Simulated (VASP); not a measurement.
The system is MnSi.

```
Mn Si
1.0
     4.54800    0.00000    0.00000
     0.00000    4.54800    0.00000
     0.00000    0.00000    4.54800
Mn Si
4 4
Direct
  0.13800 0.13800 0.13800
  0.36200 0.86200 0.63800
  0.63800 0.36200 0.86200
  0.86200 0.63800 0.36200
  0.84600 0.84600 0.84600
  0.65400 0.15400 0.34600
  0.34600 0.65400 0.15400
  0.15400 0.34600 0.65400
```

Base run:

| Property | Result |
| --- | --- |
| Program | VASP 6.6.1 |
| Functional | PBE |
| Potentials or basis | VASP PAW PBE potentials, release 64 (Mn_pv, Si) |
| Cutoff | 520 eV |
| k mesh | 5 × 5 × 5 |
| Occupations | fermi-dirac, width 0.1 eV |
| Spin | collinear spin, ferromagnetic start |
| Starting moments | [2.025, 2.025, 2.025, 2.025, 0.0, 0.0, 0.0, 0.0] μB |
| Fixed moment | 8.1 μB |

Its results: pressure 5.1 GPa; net moment 8.10 μB per cell; site moments Mn +2.11; Si -0.08 μB; largest force 0.273 eV/Å.

Q: The run is repeated on the same cell with these changes: fixed moment from 8.1 μB to none; moments at the start from [2.02, 2.02, 2.02, 2.02, 0.0, 0.0, 0.0,  to [4.5, 4.5, 4.5, 4.5, 0.0, 0.0, 0.0, 0.0]. What comes out?

A: Pressure -4.4 GPa; net moment 3.87 μB per cell; site moments Mn +1.03; Si -0.05 μB; largest force 0.219 eV/Å.

Caveats: the cell stands under pressure (at least some runs); the total moment is fixed, so each spin has its own Fermi level and the state may be an excited one (at least some runs); the cell stands under tension (at least some runs).
